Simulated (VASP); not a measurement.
# PbSe (Fm-3m) in VASP: notebook, part 2 of 2

VASP 6.6.1. The steps go on from the part before.

## 4. Single point, PBE

INCAR reads:

```
  ALGO = Normal
  EDIFF = 1E-6
  ENCUT = 500
  GGA = PE
  GGA_COMPAT = F
  ISIF = 2
  ISMEAR = 0
  LASPH = T
  LCHARG = F
  LREAL = F
  LWAVE = F
  NBANDS = 17
  NELM = 120
  PREC = Accurate
  SIGMA = 0.01
```

KPOINTS reads:

```
k-points
0
Gamma
  8 8 8
```

POSCAR reads:

```
PbSe
1.0
    0.0000000000      3.0696866693      3.0696866693
    3.0696866693      0.0000000000      3.0696866693
    3.0696866693      3.0696866693      0.0000000000
Pb Se
1 1
Direct
    0.0000000000      0.0000000000      0.0000000000
    0.5000000000      0.5000000000      0.5000000000
```

Launch:

```
$ cat potpaw_PBE.64/Pb_d/POTCAR potpaw_PBE.64/Se/POTCAR > POTCAR
$ mpirun -np 1 vasp_std > vasp.out
```

It took 34 s on 1 thread of Intel Xeon 8259CL, shared host; peak memory 0.19 GiB.

Results (log left out):

```yaml
Free_energy: -8.1854 eV
Pressure: 1.9 GPa
Band_gap_on_the_k_mesh: 0.32 eV
```

Levels at points of the mesh, in eV from the valence-band top:
```csv
k point,band 8,band 9,band 10,band 11,band 12,band 13
"(0.00, 0.00, 0.00)",-1.83,-1.83,-1.83,4.70,4.70,4.70
"(0.50, 0.00, 0.00)",-1.43,-1.43,0.00,0.32,1.72,1.72
"(0.50, 0.50, 0.00)",-4.90,-3.17,-3.17,3.74,5.58,5.58
```

Caveat: spin-orbit coupling is left out, which moves the levels of the heavy elements.

## 5. Single point, r2SCAN

POSCAR is that of step 4.

INCAR.step1 reads:

```
  ALGO = Normal
  EDIFF = 1E-5
  ENCUT = 550
  GGA = PE
  GGA_COMPAT = F
  ISMEAR = 0
  LASPH = T
  LCHARG = F
  LREAL = F
  LWAVE = T
  NBANDS = 17
  NELM = 120
  PREC = Accurate
  SIGMA = 0.01
```

INCAR.step2 reads:

```
  ALGO = Normal
  EDIFF = 1E-6
  ENCUT = 550
  GGA_COMPAT = F
  ISIF = 2
  ISMEAR = 0
  ISTART = 1
  LASPH = T
  LCHARG = F
  LMIXTAU = T
  LREAL = F
  LWAVE = F
  METAGGA = R2SCAN
  NBANDS = 17
  NELM = 120
  PREC = Accurate
  SIGMA = 0.01
```

KPOINTS reads:

```
k-points
0
Gamma
  6 6 6
```

Launch:

```
$ cat potpaw_PBE.64/Pb_d/POTCAR potpaw_PBE.64/Se/POTCAR > POTCAR
$ cp INCAR.step1 INCAR
$ mpirun -np 1 vasp_std > vasp.out
$ cp INCAR.step2 INCAR
$ mpirun -np 1 vasp_std > vasp.out
```

It took 1.7 min on 1 thread of Intel Xeon 8259CL, shared host; peak memory 0.21 GiB.

The run converged. Its results:

* Free energy: -71.9377 eV
* Pressure: 1.0 GPa
* Band gap on the k mesh: 0.61 eV

Levels at points of the mesh, in eV from the valence-band top:
```tsv
k point	band 7	band 8	band 9	band 10	band 11	band 12	band 13	band 14
(0.00, 0.00, 0.00)	-6.36	-1.98	-1.98	-1.98	5.03	5.03	5.03	6.98
(0.50, 0.00, 0.00)	-9.01	-1.57	-1.57	0.00	0.61	1.94	1.94	9.08
(0.50, 0.50, 0.00)	-7.53	-5.07	-3.33	-3.33	4.06	5.96	5.96	6.44
```

Caveat: the PAW data sets were made with another functional, which shifts forces and pressure a little; spin-orbit coupling is left out, which moves the levels of the heavy elements. A k mesh can miss the band edges.

## 6. Single point, HSE06

POSCAR is that of step 5.

INCAR.step1 reads:

```
ALGO     = Normal         # electronic algorithm
EDIFF    = 1E-5           # SCF threshold, eV
ENCUT    = 400            # plane-wave cutoff, eV
GGA      = PE             # functional
GGA_COMPAT= F            
ISIF     = 2              # what is computed and relaxed
ISMEAR   = 0              # smearing method
LASPH    = T              # aspherical terms in the spheres
LCHARG   = F              # write CHGCAR
LREAL    = F              # projectors in reciprocal space
LWAVE    = T              # write WAVECAR
NBANDS   = 17             # bands
NELM     = 120            # most SCF steps
PREC     = Accurate       # precision mode
SIGMA    = 0.01           # smearing width, eV
```

INCAR.step2 reads:

```
ALGO     = Normal         # electronic algorithm
EDIFF    = 1E-6           # SCF threshold, eV
ENCUT    = 400            # plane-wave cutoff, eV
GGA      = PE             # functional
GGA_COMPAT= F            
HFSCREEN = 0.2079         # screening, 1/A
ISIF     = 2              # what is computed and relaxed
ISMEAR   = 0              # smearing method
ISTART   = 1            
LASPH    = T              # aspherical terms in the spheres
LCHARG   = F              # write CHGCAR
LHFCALC  = T              # exact exchange
LREAL    = F              # projectors in reciprocal space
LWAVE    = F              # write WAVECAR
NBANDS   = 17             # bands
NELM     = 120            # most SCF steps
PREC     = Accurate       # precision mode
PRECFOCK = Normal       
SIGMA    = 0.01           # smearing width, eV
```

KPOINTS is that of step 5.

Potentials or basis: VASP PAW PBE potentials, release 64 (Pb_d, Se).

Launch:

```
$ cat potpaw_PBE.64/Pb_d/POTCAR potpaw_PBE.64/Se/POTCAR > POTCAR
$ cp INCAR.step1 INCAR
$ mpirun -np 1 vasp_std > vasp.out
$ cp INCAR.step2 INCAR
$ mpirun -np 1 vasp_std > vasp.out
```

Run time: 78 min. Hardware: 1 thread of Intel Xeon 8259CL, shared host; peak memory 0.28 GiB.

Results (log left out):

| Quantity | Value |
| --- | --- |
| Free energy | -9.7363 eV |
| Pressure | 0.7 GPa |
| Band gap on the k mesh | 0.73 eV |

Levels at points of the mesh, in eV from the valence-band top:
| k point | band 8 | band 9 | band 10 | band 11 | band 12 | band 13 |
| --- | --- | --- | --- | --- | --- | --- |
| (0.00, 0.00, 0.00) | -2.15 | -2.15 | -2.15 | 5.47 | 5.47 | 5.47 |
| (0.50, 0.00, 0.00) | -1.74 | -1.74 | 0.00 | 0.73 | 2.18 | 2.18 |
| (0.50, 0.50, 0.00) | -5.52 | -3.62 | -3.62 | 4.20 | 6.43 | 6.43 |

Caveat: the PAW data sets were made with another functional, which shifts forces and pressure a little; spin-orbit coupling is left out, which moves the levels of the heavy elements. A k mesh can miss the band edges.

## 7. Summary

| level | k mesh | cutoff (eV) | grid for exact exchange (PRECFOCK) | share of exact exchange | screening parameter | gap on the mesh (eV) | pressure (GPa) |
| --- | --- | --- | --- | --- | --- | --- | --- |
| PBE | 6 × 6 × 6 | 500 | - | - | - | 0.32 | 1.9 |
| PBE | 8 × 8 × 8 | 500 | - | - | - | 0.32 | 1.9 |
| r2SCAN | 6 × 6 × 6 | 550 | - | - | - | 0.61 | 1.0 |
| HSE06 | 6 × 6 × 6 | 400 | Normal | 0.25 | 0.2079 1/Å | 0.73 | 0.7 |

Alike in all rows: task single point; potentials or basis VASP PAW PBE potentials, release 64 (Pb_d, Se); no spin polarisation; cell as given; smearing gaussian 0.01 eV.

On the cell as given the gap runs from 0.32 eV (PBE) to 0.73 eV (HSE06); the meshes differ, which moves gaps too. The pressure there spans 0.7 GPa (HSE06) to 1.9 GPa (PBE); a positive pressure means that this level wants a larger cell, a negative one a smaller.

Caveats: spin-orbit coupling is left out, which moves the levels of the heavy elements; the PAW data sets were made with another functional, which shifts forces and pressure a little (at least some runs).

Total energies depend on the potentials used, so only differences within one code and one set of settings carry meaning.
